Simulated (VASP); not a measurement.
Here is a VASP 6.6.1 calculation.

INCAR

```
SYSTEM = HfH3
PREC = Accurate
ENCUT = 600
EDIFF = 1E-6
ISMEAR = 0
SIGMA = 0.0868
LREAL = .False.
LASPH = .True.
NELM = 80
ALGO = Normal
ISIF = 3
LWAVE = .False.
LCHARG = .False.
GGA = PS
IBRION = 2
NSW = 60
EDIFFG = -0.01
```

The input KPOINTS:

```
regular mesh
0
Gamma
  6 6 6
  0 0 0
```

The input POSCAR:

```
HfH3
1.0
    2.3609180000      4.0892270000      0.0000000000
   -2.3609180000      4.0892270000      0.0000000000
    0.0000000000     -2.7261510000      4.1825040000
Hf H
2 6
Direct
    0.0000000000      0.0000000000      0.0000000000
    0.5000000000      0.5000000000      0.5000000000
    0.8780000000      0.6220000000      0.7500000000
    0.2500000000      0.8780000000      0.7500000000
    0.6220000000      0.2500000000      0.7500000000
    0.1220000000      0.3780000000      0.2500000000
    0.7500000000      0.1220000000      0.2500000000
    0.3780000000      0.7500000000      0.2500000000
```

Potentials or basis: VASP PAW PBE potentials, release 64 (Hf_pv, H).

Command:

```sh
$ cat potpaw_PBE.64/Hf_pv/POTCAR potpaw_PBE.64/H/POTCAR > POTCAR
$ mpirun -np 1 vasp_std > vasp.out
```

(1) What does it give for the band gap on the k mesh?

(2) Estimate the space group after relaxing (to 0.1 Å).

(3) Estimate the relaxed cell.

## Answers

(1) zero (bands 13 and 14 overlap by 1.34 eV).

(2) R-3c (No. 167).

(3) a = 3.867 Å, b = 3.867 Å, c = 5.583 Å, α = 110.26°, β = 110.26°, γ = 60.00°.

Caveat: spin-orbit coupling is left out, which moves the levels of the heavy elements.
